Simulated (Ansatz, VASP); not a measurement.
BC5 in VASP and in Ansatz

Contents of INCAR:

```
SYSTEM = BC5
ALGO     = Normal         ! electronic algorithm
EDIFF    = 1E-6           ! SCF threshold, eV
ENCUT    = 520            ! plane-wave cutoff, eV
GGA      = PE             ! functional
ISIF     = 2              ! what is computed and relaxed
ISMEAR   = -1             ! smearing method
LASPH    = .TRUE.         ! aspherical terms in the spheres
LCHARG   = .FALSE.        ! write CHGCAR
LREAL    = .FALSE.        ! projectors in reciprocal space
LWAVE    = .FALSE.        ! write WAVECAR
NBANDS   = 20             ! bands
NELM     = 60             ! most SCF steps
PREC     = Accurate       ! precision mode
SIGMA    = 0.1            ! smearing width, eV
```

File KPOINTS:

```
k-points
0
G
  3 3 1
  0 0 0
```

The input POSCAR:

```
BC5
1.0
    2.5515510000      0.0000000000      0.0000000000
   -1.2757755000      2.2097079851      0.0000000000
    0.0000000000      0.0000000000      6.3996570000
B C
1 5
Direct
    0.3333330000      0.6666670000      0.0075860000
    0.3333330000      0.6666670000      0.2595110000
    0.6666670000      0.3333330000      0.3390330000
    0.0000000000      0.0000000000      0.6645630000
    0.6666670000      0.3333330000      0.5813640000
    0.0000000000      0.0000000000      0.8989420000
```

Input for Ansatz:

```yaml
crystal:
  lattice:
    - [2.551551, 0.0, 0.0]
    - [-1.2757754999999993, 2.209707985051588, 0.0]
    - [0.0, 0.0, 6.399657]
  atoms:
    - { symbol: B, position: [0.333333, 0.666667, 0.007585999999999998] }
    - { symbol: C, position: [0.333333, 0.666667, 0.259511] }
    - { symbol: C, position: [0.666667, 0.333333, 0.339033] }
    - { symbol: C, position: [0.0, 0.0, 0.664563] }
    - { symbol: C, position: [0.666667, 0.333333, 0.581364] }
    - { symbol: C, position: [0.0, 0.0, 0.8989419999999999] }
basis:
  ecutwfc: 470.0
kpoints:
  mp_grid:
    grid: [3, 3, 1]
hamiltonian:
  xc: pbe
scf:
  occupations:
    method: fermi_dirac
output:
  stress: true
```

Alike in both runs: task single point; functional PBE; k mesh 3 × 3 × 1; no spin polarisation.

|  | VASP | Ansatz |
| --- | --- | --- |
| version | VASP 6.6.1 | Ansatz 0.2.0 |
| potentials or method | VASP PAW PBE potentials, release 64 (B, C), cutoff 520 eV | plane waves, PAW |
| occupations | fermi-dirac, width 0.1 eV | fermi-dirac |
| valence electrons in the cell | 23 | 23 |

Ansatz gave:

- pressure (GPa): 1.5
- traceless stress, the component that is largest in VASP (GPa): -9.69

Question: Estimate VASP's values.

Answer: Pressure (GPa): 2.0; traceless stress, the component that is largest in VASP (GPa): -9.63.

Ansatz's warnings: structure snapped to symmetry.

The k mesh is coarse, so the values compare programs but aren't converged.
